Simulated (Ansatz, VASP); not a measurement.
## MgS: VASP beside Ansatz

```xyz
2
Lattice="0.0000 2.6535 2.6535 2.6535 0.0000 2.6535 2.6535 2.6535 0.0000" Properties=species:S:1:pos:R:3 pbc="T T T"
Mg    0.0000    0.0000    0.0000
S     2.6535    2.6535    2.6535
```

Alike in both runs: task relaxation of the atoms; functional r2SCAN; k mesh 10 × 10 × 10; occupations fermi-dirac, width 0.02 eV; no spin polarisation.

```csv
,VASP,Ansatz
version,VASP 6.6.1,Ansatz 0.2.0
potentials or method,"VASP PAW PBE potentials, release 64 (Mg, S), cutoff 520 eV",PAW plane waves
valence electrons in the cell,8,16
```

```csv
,VASP,Ansatz,Ansatz less VASP
"gap on the k mesh at the Fermi level, each at its own relaxed structure (eV)",3.30,3.34,+0.039
```

VASP's potentials were made for PBE, not for r2SCAN. VASP's potentials hold 8 valence electrons a cell and Ansatz's 16, so a difference there can come from the potentials and not from the codes. Ansatz's warnings: stress scf threshold loose.

Noted on VASP's run: the relaxation stopped at its first step, so nothing moved.
